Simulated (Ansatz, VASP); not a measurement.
# One calculation of CdSe, two programs

```xyz
2
Lattice="0.0000 3.0678 3.0678 3.0678 0.0000 3.0678 3.0678 3.0678 0.0000" Properties=species:S:1:pos:R:3 pbc="T T T"
Cd    0.0000    0.0000    0.0000
Se    1.5339    1.5339    1.5339
```

Alike in both runs: task single point; functional r2SCAN; k mesh 8 × 8 × 8; occupations fermi-dirac, width 0.02 eV; non-collinear spin, spin-orbit coupling.

|  | VASP | Ansatz |
| --- | --- | --- |
| version | VASP 6.6.1 | Ansatz 0.2.0 |
| potentials or method | VASP PAW PBE potentials, release 64 (Cd, Se) | plane waves, PAW |
| plane-wave cutoff (eV) | 520 | 500 |
| valence electrons in the cell | 18 | 36 |

VASP gave:

| Property | Result |
| --- | --- |
| pressure (GPa) | 0.2 |

Which values does Ansatz return?

Pressure (GPa): -0.1.

VASP's potentials were made for PBE, not for r2SCAN. The functional is the same, so the differences come from potentials, cutoffs and numerics. VASP's potentials hold 18 valence electrons a cell and Ansatz's 36, so a difference there can come from the potentials and not from the codes.
